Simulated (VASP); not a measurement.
## CeCr: single point with PBE

The system is CeCr.

```
Cr Ce
1.0
     3.42840    0.00000    0.00000
     0.00000    3.42840    0.00000
     0.00000    0.00000    3.42840
Cr Ce
1 1
Direct
  0.00000 0.00000 0.00000
  0.50000 0.50000 0.50000
```

```yaml
Program: VASP 6.6.1
Task: single point
Functional: PBE
Potentials_or_basis: VASP PAW PBE potentials, release 64 (Cr_pv, Ce)
Cutoff: 500 eV
k_mesh: 5 × 5 × 5, shifted
Occupations: fermi-dirac, width 0.1 eV
Spin: no spin polarisation
Dipole_correction: no
Further_INCAR_settings: ALGO = Normal; EDIFF = 1e-06; NBANDS = 19
```

```json
{"Pressure": "-3.3 GPa", "Band gap on the k mesh": "zero (band 12 reaches 9.43 eV, above the bottom of band 13 at 8.76 eV)"}
```

Levels at points of the mesh, in eV from the Fermi level:
| k point | band 8 | band 9 | band 10 | band 11 | band 12 | band 13 | band 14 | band 15 |
| --- | --- | --- | --- | --- | --- | --- | --- | --- |
| (0.50, 0.50, 0.50) | -1.58 | -1.58 | -1.58 | 0.19 | 0.19 | 0.19 | 0.29 | 0.82 |

Wall time 24 s on 1 thread of AMD EPYC 9R45 (Zen 5), on a shared host, peak memory 0.13 GiB.

Caveat: the k points lie up to 0.37 Å⁻¹ apart; spin-orbit coupling is left out, which moves the levels of the heavy elements; without U or exact exchange the open f shell lies at the Fermi level, which spoils levels, moments and volumes. Spin polarisation is off, so any magnetic state and its effect on volume and gap are missing.
